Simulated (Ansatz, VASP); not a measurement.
**Two plane-wave programs on Si2W**

```
CELL_PARAMETERS angstrom
3.21129 0.00000 0.00000
0.00000 3.21129 0.00000
0.00000 0.00000 7.80462
ATOMIC_POSITIONS crystal
Si 0.00000 0.00000 0.33482
Si 0.50000 0.50000 0.16518
Si 0.50000 0.50000 0.83482
Si 0.00000 0.00000 0.66518
W 0.00000 0.00000 0.00000
W 0.50000 0.50000 0.50000
```

Alike in both runs: task single point; functional r2SCAN; k mesh 12 × 12 × 6; occupations gaussian, width 0.1 eV; no spin polarisation.

```csv
,VASP,Ansatz
version,VASP 6.6.1,Ansatz 0.2.0
potentials or method,"VASP PAW PBE potentials, release 64 (Si, W_sv), cutoff 520 eV","scalar-relativistic, plane waves, PAW"
valence electrons in the cell,44,44
```

Ansatz gave:

| Item | Value |
| --- | --- |
| gap on the k mesh at the Fermi level (eV) | none |
| pressure (GPa) | 0.0 |
| traceless stress, the component that is largest in VASP (GPa) | 0.00 |
| rms of the force components (eV/Å) | 0.002 |

Q: Estimate VASP's values.

A: gap on the k mesh at the Fermi level (eV): none; pressure (GPa): 0.3; traceless stress, the component that is largest in VASP (GPa): -0.17; rms of the force components (eV/Å): 0.006.

VASP's potentials were made for PBE, not for r2SCAN. Atom by atom the forces differ by 0.004 eV/Å (rms over components). A gap of «none» marks a metal or a gap that the smearing closes. With one functional, cell and mesh, what is left measures potentials, basis and numerics.

Neither program's run includes spin-orbit coupling.
